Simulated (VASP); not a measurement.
# Mg2SO (R-3m) in VASP: notebook, part 2 of 2

VASP 6.6.1. Earlier steps stand in the parts before.

## Step 4: Relaxation of cell and atoms, PBE

Input file INCAR:

```
SYSTEM = Mg2SO
PREC = Accurate
ENCUT = 600
EDIFF = 1E-6
ISMEAR = 0
SIGMA = 0.01
LREAL = .False.
LASPH = .True.
NELM = 100
ALGO = Normal
ISIF = 3
LWAVE = .False.
LCHARG = .False.
GGA = PE
IBRION = 2
NSW = 80
EDIFFG = -0.001
```

Input file KPOINTS:

```
regular mesh
0
Gamma
  9 9 9
  0 0 0
```

Input file POSCAR:

```
Mg2SO
1.0
    1.6833375437      0.9718753840      5.5458355943
   -1.6833375437      0.9718753840      5.5458355943
    0.0000000000     -1.9437507680      5.5458355943
Mg S O
2 1 1
Direct
    0.2385148359      0.2385148359      0.2385148359
    0.7614851641      0.7614851641      0.7614851641
    0.0000000000      0.0000000000      0.0000000000
    0.5000000000      0.5000000000      0.5000000000
```

Potentials or basis: VASP PAW PBE potentials, release 64 (Mg, S, O).

Started as:

```bash
cat potpaw_PBE.64/Mg/POTCAR potpaw_PBE.64/S/POTCAR potpaw_PBE.64/O/POTCAR > POTCAR
mpirun -np 1 vasp_std > vasp.out
```

OUTCAR:

```text
SYSTEM = Mg2SO
   PREC = Accurate
   ENCUT = 600
   EDIFF = 1E-6
   ISMEAR = 0
   LREAL = .False.
   LASPH = .True.
   NELM = 100
   ISIF = 3
   GGA = PE
   IBRION = 2
   NSW = 80
   EDIFFG = -0.001

 ion  position               nearest neighbor table
   1  0.239  0.239  0.239-   4 2.28   4 2.28   4 2.28   3 2.50   3 2.50   3 2.50   2 3.08   2 3.08
                             2 3.08
   2  0.761  0.761  0.761-   4 2.28   4 2.28   4 2.28   3 2.50   3 2.50   3 2.50   1 3.08   1 3.08
                             1 3.08
   3  0.000  0.000  0.000-   2 2.50   2 2.50   1 2.50   1 2.50   2 2.50   1 2.50
   4  0.500  0.500  0.500-   1 2.28   1 2.28   2 2.28   2 2.28   1 2.28   2 2.28

  LATTYP: Found a trigonal (rhomboedric) cell.
 ALAT       =     5.8766027165
 COS(alpha) =     0.8358957790

  Lattice vectors:

 A1 = (   1.6833375437,   0.9718753840,   5.5458355943)
 A2 = (  -1.6833375437,   0.9718753840,   5.5458355943)
 A3 = (   0.0000000000,  -1.9437507680,   5.5458355943)

Analysis of symmetry for initial positions (statically):
=====================================================================
 Subroutine PRICEL returns:
 Original cell was already a primitive cell.

 Routine SETGRP: Setting up the symmetry group for a
 trigonal (rhombohedral) supercell.

 Subroutine GETGRP returns: Found 12 space group operations
 (whereof 12 operations were pure point group operations)
 out of a pool of 12 trial point group operations.

The static configuration has the point symmetry D_3d.

Analysis of symmetry for dynamics (positions and initial velocities):
=====================================================================
 Subroutine PRICEL returns:
 Original cell was already a primitive cell.

 Routine SETGRP: Setting up the symmetry group for a
 trigonal (rhombohedral) supercell.

 Subroutine GETGRP returns: Found 12 space group operations
 (whereof 12 operations were pure point group operations)
 out of a pool of 12 trial point group operations.

[... 144 lines left out ...]

 number of electron      16.0000001 magnetization

 Free energy of the ion-electron system (eV)
  ---------------------------------------------------
  ext. energy  EPLUGINS =         0.00000000
  ---------------------------------------------------
  free energy    TOTEN  =       -19.50323020 eV

  energy without entropy =      -19.50323020  energy(sigma->0) =      -19.50323020

------------------------ aborting loop because EDIFF is reached ----------------------------------------

  FORCE on cell =-STRESS in cart. coord.  units (eV):
  Direction    XX          YY          ZZ          XY          YZ          ZX
  --------------------------------------------------------------------------------------
  -------------------------------------------------------------------------------------
  Total       -0.1874627     -0.1874627     -0.1524359      0.0000000      0.0000000      0.0000000
  in kB       -5.5172854     -5.5172854     -4.4863969      0.0000000      0.0000000      0.0000000
  external PRESSURE =      -5.1736559 kB  Pullay stress =       0.0000000 kB
[... 253 lines left out ...]
--------------------------------------- Ionic step        8  -------------------------------------------

 number of electron      16.0000001 magnetization

 Free energy of the ion-electron system (eV)
  ---------------------------------------------------
  ext. energy  EPLUGINS =         0.00000000
  ---------------------------------------------------
  free energy    TOTEN  =       -19.50370486 eV

  energy without entropy =      -19.50370486  energy(sigma->0) =      -19.50370486

 E-fermi :   4.9067     XC(G=0): -10.1844

 val. band max:        4.8504286890   @ k =   0.0000   0.0000   0.0000
 cond. band min:       5.7824920006   @ k =   0.0000   0.0000   0.0000
 fundamental gap:      0.9320633116
 Fermi energy:         4.9067347293

 k-point     1 :       0.0000    0.0000    0.0000
  band No.  band energies     occupation
      1     -13.2869      2.00000
      2      -8.3308      2.00000
      3      -1.1756      2.00000
      4       1.9341      2.00000
      5       1.9341      2.00000
      6       3.2390      2.00000
      7       4.8504      2.00000
      8       4.8504      2.00000
      9       5.7825      0.00000
     10      10.7413      0.00000
     11      13.1646      0.00000
     12      13.1646      0.00000
[... 331 lines left out ...]
 k-point    24 :       0.4444    0.4444    0.0000
  band No.  band energies     occupation
      1     -12.8771      2.00000
      2      -7.0315      2.00000
      3      -1.1100      2.00000
      4      -0.4736      2.00000
      5       1.4261      2.00000
      6       1.7746      2.00000
      7       2.8965      2.00000
      8       3.7309      2.00000
      9       7.8436      0.00000
     10       9.4553      0.00000
     11       9.6150      0.00000
     12      12.4888      0.00000

 [... further k-points ...]

------------------------ aborting loop because EDIFF is reached ----------------------------------------

  FORCE on cell =-STRESS in cart. coord.  units (eV):
  Direction    XX          YY          ZZ          XY          YZ          ZX
  --------------------------------------------------------------------------------------
  -------------------------------------------------------------------------------------
  Total       -0.0032445     -0.0032445     -0.0037864      0.0000000      0.0000000      0.0000000
  in kB       -0.0959853     -0.0959853     -0.1120165      0.0000000      0.0000000      0.0000000
  external PRESSURE =      -0.1013290 kB  Pullay stress =       0.0000000 kB
[... 19 lines left out ...]
  FREE ENERGIE OF THE ION-ELECTRON SYSTEM (eV)
  ---------------------------------------------------
  free  energy   TOTEN  =       -19.5037048632 eV

  energy  without entropy=      -19.5037048632  energy(sigma->0) =      -19.50370486

 reached required accuracy - stopping structural energy minimisation
```

Wall time 3.2 min (1 thread of Intel Xeon 6975P-C (Granite Rapids), shared host); peak memory 0.37 GiB.

Results:

| Property | Result |
| --- | --- |
| Free energy | -19.5037 eV |
| Relaxed volume | 13.54 Å³/atom |
| Relaxed cell | a = 5.869 Å, b = 5.869 Å, c = 5.869 Å, α = 33.27°, β = 33.27°, γ = 33.27° |
| Space group after relaxing (to 0.05 Å) | R-3m (No. 166) |
| Energy gained by relaxing | 0.1 meV/atom |
| Ionic steps | 8 |
| Pressure after relaxing | 0.0 GPa |
| Band gap on the k mesh | 0.93 eV, direct |

Step by step:
| step | energy change (eV) | largest force (eV/Å) | pressure (GPa) | volume (Å³) |
| --- | --- | --- | --- | --- |
| 1 | 0.0000 | 0.0083 | -0.52 | 54.44 |
| 2 | -0.0004 | 0.0102 | 0.12 | 54.09 |
| 3 | -0.0005 | 0.0069 | 0.00 | 54.15 |
| 4 | -0.0005 | 0.0066 | -0.01 | 54.16 |
| 5 | -0.0005 | 0.0019 | -0.01 | 54.16 |
| 6 | -0.0005 | 0.0027 | -0.01 | 54.16 |
| 7 | -0.0005 | 0.0020 | -0.01 | 54.16 |
| 8 | -0.0005 | 0.0003 | -0.01 | 54.16 |

Final structure:
```
Mg S O
1.0
     1.68006    0.96998    5.53877
    -1.68006    0.96998    5.53877
     0.00000   -1.93996    5.53877
Mg S O
2 1 1
Cartesian
  0.0000 0.0000 3.9631
  0.0000 0.0000 12.6532
  0.0000 0.0000 0.0000
  0.0000 0.0000 8.3082
```

## Step 5: The runs side by side

| task | cell | k mesh | cutoff (eV) | smearing | gap on the mesh (eV) | pressure (GPa) | relaxed volume (Å³/atom) |
| --- | --- | --- | --- | --- | --- | --- | --- |
| single point | a = 5.877 Å, angles 33.3°, 4 atoms | 9 × 9 × 9 | 520 | gaussian 0.01 eV | 0.92 | -0.4 | - |
| relaxation of cell and atoms | relaxed from a = 5.934 Å, angles 33.6°, 4 atoms | 6 × 6 × 6 | 600 | gaussian 0.1 eV | 0.94 | 0.1 | 13.53 |
| relaxation of cell and atoms | relaxed from a = 5.877 Å, angles 33.3°, 4 atoms | 9 × 9 × 9 | 600 | gaussian 0.01 eV | 0.93 | 0.0 | 13.54 |

Alike in all rows: level PBE; potentials or basis VASP PAW PBE potentials, release 64 (Mg, S, O); no spin polarisation.

Caveats: the relaxation stopped at a loose force limit of 0.05 eV/Å, so its end isn't a converged minimum (some runs).

Absolute energies hang on the potentials; compare differences alone.
